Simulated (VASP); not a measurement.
Runs of VASP 6.6.1 on BN. The structure is that of space group F-43m (No. 216), or close to it. The cells are those of the table. 

| task | cell | gap on the mesh (eV) | pressure (GPa) |
| --- | --- | --- | --- |
| single point | a = 2.521 Å, angles 60.0°, 2 atoms | 4.61 | (a) |
| single point | a = 2.456 Å, angles 60.0°, 2 atoms | 4.70 | 60.3 |
| single point | a = 2.563 Å, angles 60.0°, 2 atoms | 4.55 | -0.1 |
| single point | a = 2.486 Å, angles 60.0°, 2 atoms | 4.66 | (b) |
| relaxation of cell and atoms | relaxed to 40 GPa from a = 2.546 Å, angles 60.0°, 2 atoms | 4.66 | 39.9 |
| relaxation of cell and atoms | relaxed to 60 GPa from a = 2.546 Å, angles 60.0°, 2 atoms | 4.69 | 59.5 |
| relaxation of cell and atoms | relaxed from a = 2.546 Å, angles 60.0°, 2 atoms | 4.55 | 0.0 |
| relaxation of cell and atoms | relaxed to 20 GPa from a = 2.546 Å, angles 60.0°, 2 atoms | 4.61 | 19.9 |

Alike in all rows: level PBE; potentials or basis VASP PAW PBE potentials, release 64 (B, N); no spin polarisation; k mesh 11 × 11 × 11; cutoff (eV) 600; smearing gaussian 0.01 eV.

**Question.** Estimate the missing entries.

**Answer.** (a) 20.1; (b) 40.2.

Caveats: an odd mesh through Γ misses points on the zone boundary, where band edges can lie; the cell stands under pressure (at least some runs); the cell is relaxed towards a set pressure, so the run minimises the enthalpy, not the energy (at least some runs).
